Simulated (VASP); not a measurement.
# B (Cmcm) in VASP: further runs

The runs below take B through single point, relaxation of cell and atoms, with PBE.

Everything below comes from runs of VASP 6.6.1. Logs are shortened: lines on timing, memory, paths and dates and some standing lists are left out, and cuts for length are marked.

## Step 1: The cell of the first run

Symmetry: Cmcm, No. 63, orthorhombic system. The conventional cell has a = 2.925 Å, b = 3.456 Å, c = 5.467 Å, α = 90.00°, β = 90.00°, γ = 90.00°. B (site symmetry m) has 9 B at 1.69 to 2.29 Å within 2.3 Å.

The cell was built from a structure type or drawn by symmetry, and may not be a known phase.

## Step 2: Single point, PBE

Contents of INCAR:

```
PREC     = Accurate       # precision mode
ENCUT    = 520            # plane-wave cutoff, eV
EDIFF    = 1E-6           # SCF threshold, eV
ISMEAR   = 0              # smearing method
SIGMA    = 0.1            # smearing width, eV
LREAL    = False          # projectors in reciprocal space
LASPH    = True           # aspherical terms in the spheres
NELM     = 80             # most SCF steps
ALGO     = Normal         # electronic algorithm
ISIF     = 2              # what is computed and relaxed
LWAVE    = False          # write WAVECAR
LCHARG   = True           # write CHGCAR
GGA      = PE             # functional
LELF     = True           # ELF
LVHAR    = True         
NBANDS   = 14             # bands
```

Contents of KPOINTS:

```
Automatic mesh
0
Gamma
  20 20 8
```

Contents of POSCAR:

```
B
1.0
    1.4625404213     -1.7280957791      0.0000000000
    1.4625404213      1.7280957791      0.0000000000
    0.0000000000      0.0000000000      5.4670400292
B
4
Direct
    0.2055292469      0.7944707531      0.0957233041
    0.7944707531      0.2055292469      0.5957233041
    0.2055292469      0.7944707531      0.4042766959
    0.7944707531      0.2055292469      0.9042766959
```

Potentials or basis: VASP PAW PBE potentials, release 64 (B).

Launch:

```sh
> cat potpaw_PBE.64/B/POTCAR > POTCAR
> mpirun -np 1 vasp_std > vasp.out
```

OUTCAR:

```text
PREC = Accurate
   ENCUT = 520
   EDIFF = 1E-6
   ISMEAR = 0
   LREAL = False
   LASPH = True
   NELM = 80
   ISIF = 2
   GGA = PE

 ion  position               nearest neighbor table
   1  0.206  0.794  0.096-   3 1.69   4 1.76   4 1.82   4 1.82
   2  0.794  0.206  0.596-   4 1.69   3 1.76   3 1.82   3 1.82
   3  0.206  0.794  0.404-   1 1.69   2 1.76   2 1.82   2 1.82
   4  0.794  0.206  0.904-   2 1.69   1 1.76   1 1.82   1 1.82

  LATTYP: Found a base centered orthorhombic cell.
 ALAT       =     2.9250808426
 B/A-ratio  =     1.1815712947
 C/A-ratio  =     1.8690218573

  Lattice vectors:

 A1 = (   1.4625404213,  -1.7280957791,   0.0000000000)
 A2 = (   1.4625404213,   1.7280957791,   0.0000000000)
 A3 = (   0.0000000000,   0.0000000000,   5.4670400292)

Analysis of symmetry for initial positions (statically):
=====================================================================
 Subroutine PRICEL returns:
 Original cell was already a primitive cell.

 Routine SETGRP: Setting up the symmetry group for a
 base centered orthorhombic supercell.

 Subroutine GETGRP returns: Found  8 space group operations
 (whereof  4 operations were pure point group operations)
 out of a pool of  8 trial point group operations.

The static configuration has the point symmetry C_2h.
 The point group associated with its full space group is D_2h.

Analysis of symmetry for dynamics (positions and initial velocities):
=====================================================================
 Subroutine PRICEL returns:
 Original cell was already a primitive cell.

 Routine SETGRP: Setting up the symmetry group for a
 base centered orthorhombic supercell.

 Subroutine GETGRP returns: Found  8 space group operations
 (whereof  4 operations were pure point group operations)
 out of a pool of  8 trial point group operations.

The dynamic configuration has the point symmetry C_2h.
 The point group associated with its full space group is D_2h.

 Subroutine INISYM returns: Found  8 space group operations
 (whereof  4 operations are pure point group operations),
 and found     1 'primitive' translations

----------------------------------------------------------------------------------------

                                     Primitive cell

  volume of cell :      27.6349

  direct lattice vectors                    reciprocal lattice vectors
     1.462540421 -1.728095779  0.000000000     0.341870893 -0.289335815  0.000000000
     1.462540421  1.728095779  0.000000000     0.341870893  0.289335815  0.000000000
     0.000000000  0.000000000  5.467040029     0.000000000  0.000000000  0.182914337

  length of vectors
     2.263921268  2.263921268  5.467040029     0.447873778  0.447873778  0.182914337

  position of ions in fractional coordinates (direct lattice)
     0.205529247  0.794470753  0.095723304
     0.794470753  0.205529247  0.595723304
     0.205529247  0.794470753  0.404276696
     0.794470753  0.205529247  0.904276696

  ion indices of the primitive-cell ions
   primitive index   ion index
                 1           1
                 2           2
                 3           3
                 4           4

----------------------------------------------------------------------------------------

 KPOINTS: Automatic mesh

Automatic generation of k-mesh.
 Grid dimensions read from file:
 generate k-points for:   20   20    8

 Generating k-lattice:

  Cartesian coordinates                     Fractional coordinates (reciprocal lattice)
     0.017093545 -0.014466791  0.000000000     0.050000000  0.000000000  0.000000000
     0.017093545  0.014466791  0.000000000     0.000000000  0.050000000  0.000000000
     0.000000000  0.000000000  0.022864292     0.000000000  0.000000000  0.125000000

  Length of vectors
     0.022393689  0.022393689  0.022864292

  Shift w.r.t. Gamma in fractional coordinates (k-lattice)
     0.000000000  0.000000000  0.000000000

 Subroutine IBZKPT returns following result:
 ===========================================

 Found    555 irreducible k-points:

[... 42 lines left out ...]

 Free energy of the ion-electron system (eV)
  ---------------------------------------------------
  ext. energy  EPLUGINS =         0.00000000
  ---------------------------------------------------
  free energy    TOTEN  =       -24.55315127 eV

  energy without entropy =      -24.55115462  energy(sigma->0) =      -24.55215294

 E-fermi :   6.9927     XC(G=0): -12.0872

 val. band max:        6.9894641003   @ k =  -0.2000   0.1000   0.3750
 cond. band min:       7.0066651540   @ k =   0.4500   0.2500   0.0000
 fundamental gap:      0.0172010537
 Fermi energy:         6.9926596071

 k-point     1 :       0.0000    0.0000    0.0000
  band No.  band energies     occupation
      1      -8.9588      2.00000
      2      -6.0661      2.00000
      3      -3.7527      2.00000
      4       3.9682      2.00000
      5      10.3779      0.00000
      6      10.7822      0.00000
      7      12.3210      0.00000
      8      12.6362      0.00000
      9      14.6120      0.00000
     10      16.6975      0.00000
     11      17.1709      0.00000
     12      20.7238      0.00000
     13      20.9175      0.00000
     14      22.5787      0.00000

 k-point     2 :       0.0500    0.0000    0.0000
  band No.  band energies     occupation
      1      -8.8986      2.00000
      2      -6.0085      2.00000
      3      -3.6919      2.00000
      4       4.0076      2.00000
      5      10.1177      0.00000
      6      10.6879      0.00000
      7      12.0539      0.00000
      8      12.5540      0.00000
      9      14.4068      0.00000
     10      16.7287      0.00000
     11      17.0750      0.00000
     12      20.7239      0.00000
     13      21.1886      0.00000
     14      22.7951      0.00000
[... 343 lines left out ...]
      1      -5.2103      2.00000
      2      -2.4909      2.00000
      3      -0.3194      2.00000
      4       0.1541      2.00000
      5       2.4102      2.00000
      6       3.8641      2.00000
      7      11.4650      0.00000
      8      13.1161      0.00000
      9      14.1454      0.00000
     10      15.9053      0.00000
     11      16.4317      0.00000
     12      17.4664      0.00000
     13      18.4285      0.00000
     14      20.0737      0.00000

 k-point    24 :      -0.3500    0.0500    0.0000
  band No.  band energies     occupation
      1      -6.0893      2.00000
      2      -3.3257      2.00000
      3      -0.9512      2.00000
      4       1.4410      2.00000
      5       3.7826      2.00000
      6       4.4221      2.00000
      7      11.5643      0.00000
      8      13.0388      0.00000
      9      13.6652      0.00000
     10      15.6467      0.00000
     11      16.8947      0.00000
     12      18.2510      0.00000
     13      19.3173      0.00000
     14      20.0069      0.00000

 [... further k-points ...]

------------------------ aborting loop because EDIFF is reached ----------------------------------------

  FORCE on cell =-STRESS in cart. coord.  units (eV):
  Direction    XX          YY          ZZ          XY          YZ          ZX
  --------------------------------------------------------------------------------------
  -------------------------------------------------------------------------------------
  Total       -0.0067882     -0.0126441      0.0155078      0.0000000      0.0000000      0.0000000
  in kB       -0.3935589     -0.7330604      0.8990904      0.0000000      0.0000000      0.0000000
  external PRESSURE =      -0.0758430 kB  Pullay stress =       0.0000000 kB

 VOLUME and BASIS-vectors are now :
 -----------------------------------------------------------------------------
  energy-cutoff  :      520.00
  volume of cell :       27.63
      direct lattice vectors                 reciprocal lattice vectors
     1.462540421 -1.728095779  0.000000000     0.341870893 -0.289335815  0.000000000
     1.462540421  1.728095779  0.000000000     0.341870893  0.289335815  0.000000000
     0.000000000  0.000000000  5.467040029     0.000000000  0.000000000  0.182914337

 POSITION                                       TOTAL-FORCE (eV/Angst)
 -----------------------------------------------------------------------------------
      1.46254      1.01775      0.52332         0.000000     -0.003005     -0.001054
      1.46254     -1.01775      3.25684         0.000000      0.003005     -0.001054
      1.46254      1.01775      2.21020         0.000000     -0.003005      0.001054
      1.46254     -1.01775      4.94372         0.000000      0.003005      0.001054
 -----------------------------------------------------------------------------------
    total drift:                                0.000000      0.000000     -0.000000

  FREE ENERGIE OF THE ION-ELECTRON SYSTEM (eV)
  ---------------------------------------------------
  free  energy   TOTEN  =       -24.5531512681 eV

  energy  without entropy=      -24.5511546172  energy(sigma->0) =      -24.55215294
```

Wall time 72 s (1 thread of Intel Xeon Platinum 8559C (Emerald Rapids), shared host); peak memory 0.26 GiB.

What came out:

```
Free energy            : -24.5532 eV
Pressure               : 0.0 GPa
Largest force          : 0.003 eV/Å
Band gap on the k mesh : zero (bands 6 and 7 overlap by 7.52 eV)
```

Forces on the atoms (eV/Å):
```
B    0.000 -0.003 -0.001
B    0.000  0.003 -0.001
B    0.000 -0.003  0.001
B    0.000  0.003  0.001
```

Stress tensor (GPa, compression positive):
```
-0.04  0.00  0.00
 0.00 -0.07  0.00
 0.00  0.00  0.09
```

Levels at points of the mesh, in eV from the Fermi level:
| k point | band 4 | band 5 | band 6 | band 7 | band 8 | band 9 |
| --- | --- | --- | --- | --- | --- | --- |
| (0.00, 0.00, 0.00) | -3.02 | 3.39 | 3.79 | 5.33 | 5.64 | 7.62 |
| (0.50, 0.00, 0.00) | -7.01 | -5.50 | -4.72 | 4.75 | 6.26 | 7.97 |
| (0.50, 0.50, 0.00) | -4.41 | -2.04 | -2.03 | -1.87 | -1.03 | 2.79 |
| (0.00, 0.00, 0.50) | -7.07 | 4.25 | 4.25 | 6.03 | 6.03 | 9.32 |
| (0.50, 0.00, 0.50) | -8.69 | -3.69 | -3.69 | 3.72 | 3.72 | 6.94 |
| (0.50, 0.50, 0.50) | -3.60 | -3.57 | -3.57 | -0.55 | -0.55 | 3.35 |

## Step 3: Relaxation of cell and atoms, PBE

This run uses another cell than the first one: it holds 12 atoms, not 4.

Contents of INCAR:

```
ALGO = Normal
EDIFF = 1E-6
EDIFFG = -0.04
ENCUT = 600
GGA = PE
IBRION = 2
ISIF = 3
ISMEAR = 0
LASPH = T
LCHARG = F
LREAL = F
LWAVE = F
NELM = 80
NSW = 90
PREC = Accurate
SIGMA = 0.1
```

Contents of KPOINTS:

```
k-points
0
Gamma
  4 4 4
```

Contents of POSCAR:

```
B
1.0
    3.9646824400     -2.4121689900      0.0000000000
    3.9646824400      2.4121689900      0.0000000000
    0.0000000000      0.0000000000      4.4187040100
B
12
Direct
    0.2266267500      0.7733732500      0.0690149400
    0.7733732500      0.2266267500      0.5690149400
    0.2266267500      0.7733732500      0.4309850600
    0.7733732500      0.2266267500      0.9309850600
    0.4825087400      0.1696623100      0.4333017200
    0.5174912600      0.8303376900      0.9333017200
    0.8303376900      0.5174912600      0.0666982800
    0.1696623100      0.4825087400      0.5666982800
    0.5174912600      0.8303376900      0.5666982800
    0.4825087400      0.1696623100      0.0666982800
    0.1696623100      0.4825087400      0.9333017200
    0.8303376900      0.5174912600      0.4333017200
```

Potentials or basis: VASP PAW PBE potentials, release 64 (B).

Launch:

```sh
> cat potpaw_PBE.64/B/POTCAR > POTCAR
> mpirun -np 1 vasp_std > vasp.out
```

Wall time 16 min (1 thread of Intel Xeon Platinum 8559C (Emerald Rapids), shared host); peak memory 0.23 GiB.

It converged, with:

- Free energy: -73.7159 eV
- Relaxed volume: 6.76 Å³/atom
- Relaxed cell: a = 4.755 Å, b = 4.755 Å, c = 5.425 Å, α = 90.00°, β = 90.00°, γ = 41.36°
- Space group after relaxing (to 0.1 Å): Cmcm (No. 63)
- Energy gained by relaxing: 759.5 meV/atom
- Ionic steps: 66
- Pressure after relaxing: 0.2 GPa
- Largest force after relaxing: 0.029 eV/Å
- Band gap on the k mesh: zero (bands 18 and 19 overlap by 3.19 eV)

Forces in eV/Å, atoms in the order of the input:
```
B    0.000 -0.029 -0.005
B    0.000  0.029 -0.005
B    0.000 -0.029  0.005
B    0.000  0.029  0.005
B   -0.011 -0.007  0.014
B    0.011  0.007  0.014
B    0.011 -0.007 -0.014
B   -0.011  0.007 -0.014
B    0.011  0.007 -0.014
B   -0.011 -0.007 -0.014
B   -0.011  0.007  0.014
B    0.011 -0.007  0.014
```

Stress tensor (GPa, compression positive):
```
 0.60  0.00  0.00
 0.00  0.20  0.00
 0.00  0.00 -0.13
```

Step by step:
```csv
step,energy change (eV),largest force (eV/Å),pressure (GPa),volume (Å³)
1,0.0000,1.5961,54.60,84.52
3,-3.2095,0.5012,-0.77,104.19
5,-3.6701,0.4503,-1.41,103.66
7,-4.2291,1.4061,0.09,102.84
9,-4.2730,1.9330,0.49,102.65
11,-4.3452,2.1842,0.28,102.59
13,-4.4876,3.1691,-0.27,102.29
15,-5.0198,2.8910,-3.62,102.14
17,-5.6963,2.9082,-15.67,100.83
19,-6.0739,2.0417,-12.81,100.70
21,-6.5315,2.7223,-6.73,95.41
23,-6.9280,1.1833,-8.67,96.00
25,-7.6078,1.1150,10.10,84.86
27,-8.1165,0.8319,9.65,82.44
29,-8.2818,0.3148,3.92,84.32
31,-8.3227,0.8552,-0.47,85.77
33,-8.6137,0.3719,-9.13,89.49
35,-8.7915,0.4396,-3.55,87.00
37,-8.9537,0.6958,1.25,82.85
39,-8.9964,0.2527,1.96,82.03
41,-9.0322,0.1856,-0.43,82.69
43,-9.0409,0.0949,-0.25,82.68
45,-9.0549,0.3286,-0.30,82.28
47,-9.0592,0.4668,-0.19,82.12
49,-9.0598,0.5623,-0.06,82.02
51,-9.0615,0.6144,0.03,81.92
53,-9.0618,0.6494,0.09,81.86
55,-9.0693,0.5804,0.05,81.83
57,-9.0933,0.2852,-0.10,81.68
59,-9.1013,0.1811,-0.12,81.54
61,-9.1092,0.1139,-0.49,81.46
63,-9.1109,0.0707,-0.73,81.39
65,-9.1136,0.0423,0.18,81.08
66,-9.1141,0.0293,0.23,81.07
```

Final structure:
```xyz
12
Lattice="4.4490 -1.6796 0.0000 4.4490 1.6796 0.0000 0.0000 0.0000 5.4249" Properties=species:S:1:pos:R:3 pbc="T T T"
B     4.4490    0.9308    0.5093
B     4.4490   -0.9308    3.2218
B     4.4490    0.9308    2.2031
B     4.4490   -0.9308    4.9156
B     2.9672   -0.7519    2.2038
B     5.9308    0.7519    4.9162
B     5.9308   -0.7519    0.5087
B     2.9672    0.7519    3.2212
B     5.9308    0.7519    3.2212
B     2.9672   -0.7519    0.5087
B     2.9672    0.7519    4.9162
B     5.9308   -0.7519    2.2038
```

Levels at points of the mesh, in eV from the Fermi level:
```tsv
k point	band 15	band 16	band 17	band 18	band 19	band 20	band 21	band 22
(0.00, 0.00, 0.00)	-2.88	-2.86	-1.79	-1.78	-0.77	-0.75	2.15	2.16
(0.50, 0.00, 0.00)	-2.66	-2.64	-2.26	-2.24	4.06	4.07	4.85	4.85
(0.50, 0.50, 0.00)	-1.45	-0.89	-0.86	-0.78	0.15	0.15	1.25	1.25
(0.00, 0.00, 0.50)	-2.98	-2.98	-1.96	-1.96	-1.94	-1.94	3.62	3.62
(0.50, 0.00, 0.50)	-4.11	-4.11	-4.09	-4.09	3.47	3.47	4.47	4.47
(0.50, 0.50, 0.50)	-0.54	-0.54	0.01	0.01	0.03	0.03	0.78	0.78
```

Caveat: the k points lie up to 0.50 Å⁻¹ apart in the final cell, too coarse for converged energies and pressures of a metal; a cell axis changed by over 15 % at a fixed basis, so the end point is rough.

## Step 4: Relaxation of cell and atoms, PBE

This run uses another cell than the first one, of 6.88 Å³/atom.

Contents of INCAR:

```
PREC = Accurate ; ENCUT = 600
EDIFF = 1E-7 ; ISMEAR = 0
SIGMA = 0.1 ; LREAL = False
LASPH = True ; NELM = 80
ALGO = Normal ; ISIF = 3
LWAVE = False ; LCHARG = False
GGA = PE ; IBRION = 2
NSW = 100 ; EDIFFG = -0.01
```

Contents of KPOINTS:

```
Automatic mesh
0
Gamma
  20 20 8
```

Contents of POSCAR:

```
B
1.0
    1.4616557400     -1.7222826663      0.0000000000
    1.4616557400      1.7222826663      0.0000000000
    0.0000000000      0.0000000000      5.4627545593
B
4
Direct
    0.2079044086      0.7920955914      0.0954248301
    0.7920955914      0.2079044086      0.5954248301
    0.2079044086      0.7920955914      0.4045751699
    0.7920955914      0.2079044086      0.9045751699
```

Launch:

```sh
> cat potpaw_PBE.64/B/POTCAR > POTCAR
> mpirun -np 1 vasp_std > vasp.out
```

Run time: 4.4 min. Hardware: 1 thread of Intel Xeon Platinum 8559C (Emerald Rapids), shared host; peak memory 0.26 GiB.

The run converged. Its results:

- Free energy: -24.5558 eV
- Relaxed volume: 6.91 Å³/atom
- Relaxed cell: a = 2.263 Å, b = 2.263 Å, c = 5.468 Å, α = 90.00°, β = 90.00°, γ = 99.51°
- Space group after relaxing (to 0.1 Å): Cmcm (No. 63)
- Energy gained by relaxing: 0.2 meV/atom
- Ionic steps: 8
- Pressure after relaxing: -0.1 GPa
- Band gap on the k mesh: zero (bands 6 and 7 overlap by 7.52 eV)

Forces in eV/Å, atoms in the order of the input:
```
B    0.000  0.002 -0.001
B    0.000 -0.002 -0.001
B    0.000  0.002  0.001
B    0.000 -0.002  0.001
```

Stress tensor (GPa, compression positive):
```
 0.04  0.00  0.00
 0.00 -0.04  0.00
 0.00  0.00 -0.18
```

The path:
```csv
step,energy change (eV),largest force (eV/Å),pressure (GPa),volume (Å³)
1,0.0000,0.0577,0.43,27.50
2,0.0001,0.1157,0.10,27.58
3,-0.0003,0.0381,0.27,27.54
4,-0.0005,0.0218,-0.12,27.60
5,-0.0005,0.0201,-0.28,27.63
6,-0.0006,0.0124,-0.08,27.62
7,-0.0007,0.0086,0.08,27.62
8,-0.0007,0.0022,-0.06,27.63
```

Final structure:
```cif
data_structure
_symmetry_space_group_name_H-M 'P 1'
_symmetry_Int_Tables_number 1
_cell_length_a 2.2633
_cell_length_b 2.2633
_cell_length_c 5.4682
_cell_angle_alpha 90.000
_cell_angle_beta 90.000
_cell_angle_gamma 99.507
_cell_volume 27.63
loop_
_atom_site_label
_atom_site_type_symbol
_atom_site_fract_x
_atom_site_fract_y
_atom_site_fract_z
_atom_site_occupancy
B1 B 0.20575 0.79425 0.09573 1
B2 B 0.79425 0.20575 0.59573 1
B3 B 0.20575 0.79425 0.40427 1
B4 B 0.79425 0.20575 0.90427 1
```

Levels at points of the mesh, in eV from the Fermi level:
| k point | band 3 | band 4 | band 5 | band 6 | band 7 | band 8 | band 9 | band 10 |
| --- | --- | --- | --- | --- | --- | --- | --- | --- |
| (0.00, 0.00, 0.00) | -10.75 | -3.03 | 3.38 | 3.77 | 5.33 | 5.64 | 7.62 | 9.72 |
| (0.50, 0.00, 0.00) | -7.65 | -7.02 | -5.50 | -4.73 | 4.75 | 6.27 | 7.98 | 8.22 |
| (0.50, 0.50, 0.00) | -4.56 | -4.40 | -2.05 | -2.03 | -1.87 | -1.03 | 2.79 | 2.96 |
| (0.00, 0.00, 0.50) | -7.08 | -7.08 | 4.24 | 4.24 | 6.03 | 6.03 | 9.30 | 9.30 |
| (0.50, 0.00, 0.50) | -8.70 | -8.70 | -3.70 | -3.70 | 3.71 | 3.71 | 6.95 | 6.95 |
| (0.50, 0.50, 0.50) | -3.61 | -3.61 | -3.57 | -3.57 | -0.55 | -0.55 | 3.35 | 3.35 |

## Step 5: Summary

| task | cell | k mesh | cutoff (eV) | gap on the mesh (eV) | pressure (GPa) | relaxed volume (Å³/atom) |
| --- | --- | --- | --- | --- | --- | --- |
| single point | a = 2.264, b = 2.264, c = 5.467 Å, angles 90.0, 90.0, 99.5°, 4 atoms, atomic positions A | 20 × 20 × 8 | 520 | none | 0.0 | - |
| relaxation of cell and atoms | relaxed from a = 4.641, b = 4.641, c = 4.419 Å, angles 90.0, 90.0, 62.6°, 12 atoms, atomic positions B | 4 × 4 × 4 | 600 | none | 0.2 | 6.76 |
| relaxation of cell and atoms | relaxed from a = 2.259, b = 2.259, c = 5.463 Å, angles 90.0, 90.0, 99.4°, 4 atoms, atomic positions C | 20 × 20 × 8 | 600 | none | -0.1 | 6.91 |

Alike in all rows: level PBE; potentials or basis VASP PAW PBE potentials, release 64 (B); no spin polarisation; smearing gaussian 0.1 eV.

Caveats: some runs use coarse meshes; a cell axis changed by over 15 % at a fixed basis, so the end point is rough (at least some runs).

Total energies depend on the potentials used, so only differences within one code and one set of settings carry meaning.
